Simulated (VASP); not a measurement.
Al: single point with PBEsol

Crystal: Al.

```
Al
1.0
     0.00000    2.02398    1.86206
     2.02398    0.00000    1.86206
     2.02398    2.02398    0.00000
Al
1
Direct
  0.00000 0.00000 0.00000
```

This cell differs from its parent crystal: strain +0.000 along x and y, -0.080 along z.

```yaml
Program: VASP 6.6.1
Task: single point
Functional: PBEsol
Potentials_or_basis: VASP PAW PBE potentials, release 64 (Al)
Cutoff: 520 eV
k_mesh: 20 × 20 × 20
Occupations: gaussian, width 0.15 eV
Spin: no spin polarisation
Dipole_correction: no
Further_INCAR_settings: ALGO = Normal; EDIFF = 1e-06; NBANDS = 8
```

```
Pressure : 6.2 GPa
```

Stress tensor (GPa, compression positive):
```
4.43 0.00 0.00
0.00 4.43 0.00
0.00 0.00 9.60
```

Levels at points of the mesh, in eV from the Fermi level:
```tsv
k point	band 1	band 2	band 3	band 4
(0.00, 0.00, 0.00)	-11.68	12.83	12.83	13.74
(0.50, 0.00, 0.00)	-4.89	-4.45	10.86	11.23
(0.50, 0.50, 0.00)	-2.16	-0.46	4.62	4.92
(0.50, 0.00, 0.50)	-3.52	-2.21	5.71	6.32
```

It took 37 s on 1 thread of Intel(R) Xeon(R) Platinum 8488C (Sapphire Rapids) (shared host), peak memory 0.17 GiB.

Caveat: the cell differs from its parent crystal (strain +0.000 along x and y, -0.080 along z); the PAW data sets were made with another functional, which shifts forces and pressure a little.
